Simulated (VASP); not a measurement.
A run of VASP 6.6.1:

INCAR

```
SYSTEM = Se
PREC = Accurate ; ENCUT = 520
EDIFF = 1E-6 ; ISMEAR = -1
SIGMA = 0.1 ; LREAL = .False.
LASPH = .True. ; NELM = 80
ALGO = Normal ; ISIF = 2
LWAVE = .False. ; LCHARG = .False.
GGA = RE ; NBANDS = 34
```

The input KPOINTS:

```
regular mesh
0
Gamma
  6 6 6
  0 0 0
```

The input POSCAR:

```
Se
1.0
    5.5442061136      0.0000000000      0.0000000000
    0.0000000000      5.5442061136      0.0000000000
    0.0000000000      0.0000000000      5.5442061136
Se
8
Direct
    0.0000000000      1.0000000000      1.0000000000
    0.5000000000      0.5000000000      0.5000000000
    0.2500000000      0.0000000000      0.5000000000
    0.7500000000      1.0000000000      0.5000000000
    0.5000000000      0.2500000000      1.0000000000
    0.5000000000      0.7500000000      1.0000000000
    1.0000000000      0.5000000000      0.2500000000
    1.0000000000      0.5000000000      0.7500000000
```

Potentials or basis: VASP PAW PBE potentials, release 64 (Se).

Launch:

```bash
$ cat potpaw_PBE.64/Se/POTCAR > POTCAR
$ mpirun -np 1 vasp_std > vasp.out
```

Hardware: 1 thread of AMD EPYC 7R13 Processor (Zen 3), with other jobs on the host.

How long does it take, and how much memory?

Run time: 69 s on 1 thread of AMD EPYC 7R13 Processor (Zen 3), on a shared host, peak memory 0.25 GiB. Counts: scf iterations 12, k points 20.
